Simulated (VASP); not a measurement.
# HfN (Cm) in VASP: single point with PBEsol

Aim: the single point of HfN with PBEsol.

Everything below comes from runs of VASP 6.6.1. Logs are shortened: lines on timing, memory, paths and dates and some standing lists are left out, and cuts for length are marked.

## Step 1: The cell of the first run

It takes space group Cm (No. 8, monoclinic). Conventional cell: a = 5.961 Å, b = 3.442 Å, c = 3.442 Å, α = 90.00°, β = 125.26°, γ = 90.00°. Within 2.7 Å of Hf (site symmetry m) lie 4 N at 2.02 to 2.20 Å. N (site symmetry m) has 4 Hf at 2.02 to 2.20 Å within 2.7 Å.

## Step 2: Single point, PBEsol (atoms displaced along a vibrational mode)

File INCAR:

```
SYSTEM = HfN
PREC = Accurate ; ENCUT = 520
EDIFF = 1E-7 ; ISMEAR = 0
SIGMA = 0.15 ; LREAL = .FALSE.
LASPH = .TRUE. ; NELM = 60
ALGO = Fast ; ISIF = 2
LWAVE = .FALSE. ; LCHARG = .TRUE.
GGA = PS ; LELF = .TRUE.
LVHAR = .TRUE. ; NBANDS = 23
```

File KPOINTS:

```
Automatic mesh
0
G
  18 18 12
  0 0 0
```

File POSCAR:

```
HfN
1.0
    0.0000000000     -2.4335341244     -2.4335341244
    0.0000000000      2.4335341244     -2.4335341244
    4.8670682487      0.0000000000      0.0000000000
Hf N
2 2
Direct
    0.4977197437      0.5000000000      0.5000000000
   -0.0022802563      0.0000000000      0.0000000000
    0.0290567851      0.5000000000      0.2500000000
    0.5290567851      0.0000000000      0.7500000000
```

Potentials or basis: VASP PAW PBE potentials, release 64 (Hf_pv, N).

Run with:

```
$ cat potpaw_PBE.64/Hf_pv/POTCAR potpaw_PBE.64/N/POTCAR > POTCAR
$ mpirun -np 1 vasp_std > vasp.out
```

OUTCAR:

```text
SYSTEM = HfN
   PREC = Accurate
   ENCUT = 520
   EDIFF = 1E-7
   ISMEAR = 0
   LREAL = .FALSE.
   LASPH = .TRUE.
   NELM = 60
   ISIF = 2
   GGA = PS

 ion  position               nearest neighbor table
   1  0.498  0.500  0.500-   3 2.02   4 2.11   4 2.11   3 2.20   2 3.44   2 3.44   2 3.44   2 3.44
                             2 3.44   2 3.44   2 3.44   2 3.44
   2  0.998  0.000  0.000-   4 2.02   3 2.11   3 2.11   4 2.20   1 3.44   1 3.44   1 3.44   1 3.44
                             1 3.44   1 3.44   1 3.44   1 3.44
   3  0.029  0.500  0.250-   1 2.02   2 2.11   2 2.11   1 2.20
   4  0.529  0.000  0.750-   2 2.02   1 2.11   1 2.11   2 2.20

  LATTYP: Found a simple tetragonal cell.
 ALAT       =     3.4415369632
 C/A-ratio  =     1.4142135623

  Lattice vectors:

 A1 = (   0.0000000000,  -2.4335341244,  -2.4335341244)
 A2 = (   0.0000000000,   2.4335341244,  -2.4335341244)
 A3 = (   4.8670682487,   0.0000000000,   0.0000000000)

Analysis of symmetry for initial positions (statically):
=====================================================================
 Subroutine PRICEL returns following result:

  LATTYP: Found a face centered cubic cell.
 ALAT       =     4.8670682487

  Lattice vectors:

 A1 = (  -2.4335341243,   0.0000000000,   2.4335341244)
 A2 = (  -2.4335341244,  -2.4335341244,   0.0000000000)
 A3 = (   0.0000000000,  -2.4335341244,   2.4335341244)

   2 primitive cells build up your supercell.

 Routine SETGRP: Setting up the symmetry group for a
 simple tetragonal supercell.

 Subroutine GETGRP returns: Found  2 space group operations
 (whereof  2 operations were pure point group operations)
 out of a pool of 16 trial point group operations.

The static configuration has the point symmetry C_1h.

Analysis of symmetry for dynamics (positions and initial velocities):
=====================================================================
 Subroutine PRICEL returns following result:

  LATTYP: Found a face centered cubic cell.
 ALAT       =     4.8670682487

  Lattice vectors:

 A1 = (  -2.4335341243,   0.0000000000,   2.4335341244)
 A2 = (  -2.4335341244,  -2.4335341244,   0.0000000000)
 A3 = (   0.0000000000,  -2.4335341244,   2.4335341244)

   2 primitive cells build up your supercell.

 Routine SETGRP: Setting up the symmetry group for a
 simple tetragonal supercell.

 Subroutine GETGRP returns: Found  2 space group operations
 (whereof  2 operations were pure point group operations)
 out of a pool of 16 trial point group operations.

The dynamic configuration has the point symmetry C_1h.

 Subroutine INISYM returns: Found  2 space group operations
 (whereof  2 operations are pure point group operations),
 and found     2 'primitive' translations

----------------------------------------------------------------------------------------

                                     Primitive cell

  volume of cell :      28.8232

  direct lattice vectors                    reciprocal lattice vectors
    -2.433534124  0.000000000  2.433534124    -0.205462498  0.205462498  0.205462498
    -2.433534124 -2.433534124  0.000000000    -0.205462498 -0.205462498 -0.205462498
     0.000000000 -2.433534124  2.433534124     0.205462498 -0.205462498  0.205462498

  length of vectors
     3.441536963  3.441536963  3.441536963     0.355871485  0.355871485  0.355871485

  position of ions in fractional coordinates (direct lattice)
     0.002280256  0.997719744  0.000000000
     0.720943215  0.779056785  0.750000000

  ion indices of the primitive-cell ions
   primitive index   ion index
                 1           1
                 2           3

----------------------------------------------------------------------------------------

 KPOINTS: Automatic mesh

Automatic generation of k-mesh.
 Grid dimensions read from file:
 generate k-points for:   18   18   12

 Generating k-lattice:

  Cartesian coordinates                     Fractional coordinates (reciprocal lattice)
     0.000000000 -0.011414583 -0.011414583     0.055555556  0.000000000  0.000000000
     0.000000000  0.011414583 -0.011414583     0.000000000  0.055555556  0.000000000
     0.017121875  0.000000000  0.000000000     0.000000000  0.000000000  0.083333333

  Length of vectors
     0.016142658  0.016142658  0.017121875

  Shift w.r.t. Gamma in fractional coordinates (k-lattice)
     0.000000000  0.000000000  0.000000000

 Subroutine IBZKPT returns following result:
 ===========================================

 Found   1100 irreducible k-points:

 Following reciprocal coordinates:
            Coordinates               Weight
  0.000000  0.000000  0.000000      1.000000
  0.055556  0.000000  0.000000      2.000000
  0.000000  0.055556  0.000000      2.000000
  0.111111  0.000000  0.000000      2.000000
  0.000000  0.111111  0.000000      2.000000
  0.166667  0.000000  0.000000      2.000000
[... 16 lines left out ...]
  0.166667  0.055556  0.000000      4.000000
 -0.055556  0.166667  0.000000      4.000000
 [... further k-points ...]
   k-points           NKPTS =   1100   k-points in BZ     NKDIM =   1100   number of bands    NBANDS=     23
   number of dos      NEDOS =    301   number of ions     NIONS =      4
   total plane-waves  NPLWV =  28224
   dimension x,y,z NGX =    28 NGY =   28 NGZ =   36
   dimension x,y,z NGXF=    56 NGYF=   56 NGZF=   72
   ions per type =               2   2
   NGX,Y,Z   is equivalent  to a cutoff of  13.53, 13.53, 12.30 a.u.
   NGXF,Y,Z  is equivalent  to a cutoff of  27.05, 27.05, 24.59 a.u.
 SYSTEM =  HfN
   PREC   = accura    normal or accurate (medium, high low for compatibility)
   ISTART =      0    job   : 0-new  1-cont  2-samecut
   ICHARG =      2    charge: 1-file 2-atom 10-const
   ISPIN  =      1    spin polarized calculation?
   LNONCOLLINEAR =      F non collinear calculations
   LSORBIT =      F    spin-orbit coupling
   LASPH  =      T    aspherical Exc in radial PAW
   ENCUT  =  520.0 eV  38.22 Ry    6.18 a.u.   6.40  6.40  9.05*2*pi/ulx,y,z
   NELM   =     60;   NELMIN=  2; NELMDL= -5     # of ELM steps
   EDIFF  = 0.1E-06   stopping-criterion for ELM
   LREAL  =      F    real-space projection
   EDIFFG = 0.1E-05   stopping-criterion for IOM
   NSW    =      0    number of steps for IOM
   IBRION =     -1    ionic relax: 0-MD 1-quasi-New 2-CG
   NFREE  =      0    steps in history (QN), initial steepest desc. (CG)
   ISIF   =      2    stress and relaxation
   ISYM   =      2    0-nonsym 1-usesym 2-fastsym
   POTIM  = 0.5000    time-step for ionic-motion
   TEBEG  =    0.0;   TEEND  =   0.0 temperature during run
   PSTRESS=    0.0 pullay stress
   NELECT =      30.0000    total number of electrons
   NUPDOWN=      -1.0000    fix difference up-down
   EMIN   =  10.00;   EMAX   =-10.00  energy-range for DOS
   EFERMI =   0.00;   METHOD = LEGACY
   ISMEAR =     0;   SIGMA  =   0.15  broadening in eV -4-tet -1-fermi 0-gaus
   EFERMI_NEDOS =   21; number of points for ismear=-14 and -15
   IALGO  =     68    algorithm
   IMIX   =      4    mixing-type and parameters
     AMIX     =   0.40;   BMIX     =  1.00
     AMIX_MAG =   1.60;   BMIX_MAG =  1.00
  volume/ion in A,a.u.               =      14.41        97.25
  Fermi-wavevector in a.u.,A,eV,Ry     =   1.316814  2.488418 23.592495  1.733999
  Thomas-Fermi vector in A             =   2.446900
   LORBIT       =      0    0 simple, 1 ext, 2 COOP (PROOUT), +10 PAW based schemes
   GGA     = PS    functional components
   LHFCALC =     F    Hartree Fock is set to
   AEXX    =    0.0000 exact exchange contribution
   IVDW    =     0    specifies the selected vdW correction
   LEPSILON=     F    determine dielectric tensor
   LRPA    =     F    only Hartree local field effects (RPA)
 non-spin polarized calculation
 RMM-DIIS sequential band-by-band and
 Gauss-broadening in eV      SIGMA  =   0.15
  energy-cutoff  :      520.00
  volume of cell :       57.65
 maximum number of plane-waves:      1578
 NGX is ok and might be reduce to    28
   NGX = 13   NGY = 13   NGZ = 19

 number of electron      30.0000002 magnetization

 Free energy of the ion-electron system (eV)
  ---------------------------------------------------
  ext. energy  EPLUGINS =         0.00000000
  ---------------------------------------------------
  free energy    TOTEN  =       -44.39463030 eV

  energy without entropy =      -44.38011681  energy(sigma->0) =      -44.38737356

 E-fermi :   5.7905     XC(G=0): -11.5192

 val. band max:        5.7900387915   @ k =   0.2222   0.5000   0.3333
 cond. band min:       5.7906946266   @ k =   0.0000   0.3333   0.2500
 fundamental gap:      0.0006558351
 Fermi energy:         5.7905234911

 k-point     1 :       0.0000    0.0000    0.0000
  band No.  band energies     occupation
      1     -25.6886      2.00000
      2     -25.3349      2.00000
      3     -25.3304      2.00000
      4     -25.1775      2.00000
      5     -25.1520      2.00000
      6     -25.1426      2.00000
[... 15 lines left out ...]
     22      10.6363      0.00000
     23      11.9014      0.00000

 k-point     2 :       0.0556    0.0000    0.0000
  band No.  band energies     occupation
      1     -25.6845      2.00000
      2     -25.3413      2.00000
      3     -25.3285      2.00000
      4     -25.1855      2.00000
      5     -25.1528      2.00000
      6     -25.1481      2.00000
[... 15 lines left out ...]
     22      10.7800      0.00000
     23      11.8997      0.00000

 k-point     3 :       0.0000    0.0556    0.0000
  band No.  band energies     occupation
      1     -25.6843      2.00000
      2     -25.3370      2.00000
      3     -25.3330      2.00000
      4     -25.1795      2.00000
      5     -25.1626      2.00000
      6     -25.1443      2.00000
[... 15 lines left out ...]
     22      10.8145      0.00000
     23      11.9609      0.00000
[... 495 lines left out ...]
 k-point    23 :       0.1667    0.0556    0.0000
  band No.  band energies     occupation
      1     -25.6509      2.00000
      2     -25.3854      2.00000
      3     -25.3185      2.00000
      4     -25.2597      2.00000
      5     -25.1799      2.00000
      6     -25.1657      2.00000
[... 15 lines left out ...]
     22      11.6894      0.00000
     23      11.9080      0.00000

 k-point    24 :      -0.0556    0.1667    0.0000
  band No.  band energies     occupation
      1     -25.6491      2.00000
      2     -25.3831      2.00000
      3     -25.3225      2.00000
      4     -25.2460      2.00000
      5     -25.1982      2.00000
      6     -25.1612      2.00000
[... 15 lines left out ...]
     22      12.2789      0.00000
     23      12.3695      0.00000

 [... further k-points ...]

------------------------ aborting loop because EDIFF is reached ----------------------------------------

  FORCE on cell =-STRESS in cart. coord.  units (eV):
  Direction    XX          YY          ZZ          XY          YZ          ZX
  --------------------------------------------------------------------------------------
  -------------------------------------------------------------------------------------
  Total        0.2682004      0.1270241      0.1270241     -1.7674401      0.3474634     -1.7674397
  in kB        7.4541430      3.5304047      3.5304047    -49.1227836      9.6571146    -49.1227733
  external PRESSURE =       4.8383174 kB  Pullay stress =       0.0000000 kB

 VOLUME and BASIS-vectors are now :
 -----------------------------------------------------------------------------
  energy-cutoff  :      520.00
  volume of cell :       57.65
      direct lattice vectors                 reciprocal lattice vectors
     0.000000000 -2.433534124 -2.433534124     0.000000000 -0.205462498 -0.205462498
     0.000000000  2.433534124 -2.433534124     0.000000000  0.205462498 -0.205462498
     4.867068249  0.000000000  0.000000000     0.205462498  0.000000000  0.000000000

 POSITION                                       TOTAL-FORCE (eV/Angst)
 -----------------------------------------------------------------------------------
      2.43353      0.00555     -2.42799         0.214968     -0.987486     -0.987486
      0.00000     -2.42799     -2.42799         0.214968     -0.987486     -0.987486
      1.21677      1.14606     -1.28748        -0.214968      0.987486      0.987486
      3.65030     -1.28748     -1.28748        -0.214968      0.987486      0.987486
 -----------------------------------------------------------------------------------
    total drift:                               -0.000007      0.000194      0.000194

  FREE ENERGIE OF THE ION-ELECTRON SYSTEM (eV)
  ---------------------------------------------------
  free  energy   TOTEN  =       -44.3946302980 eV

  energy  without entropy=      -44.3801168126  energy(sigma->0) =      -44.38737356
```

It took 37 min on 1 thread of Oxide Virtual Turin-like, shared host; peak memory 1.1 GiB.

Results:

```
Free energy            : -44.3946 eV
Pressure               : 0.5 GPa
Largest force          : 1.413 eV/Å
Band gap on the k mesh : zero (bands 15 and 16 overlap by 2.90 eV)
```

Forces on the atoms (eV/Å):
```
Hf   0.215 -0.987 -0.987
Hf   0.215 -0.987 -0.987
N   -0.215  0.987  0.987
N   -0.215  0.987  0.987
```

Caveat: the cell differs from its parent crystal (atoms displaced along a vibrational mode); the PAW data sets were made with another functional, which shifts forces and pressure a little; spin-orbit coupling is left out, which moves the levels of the heavy elements.
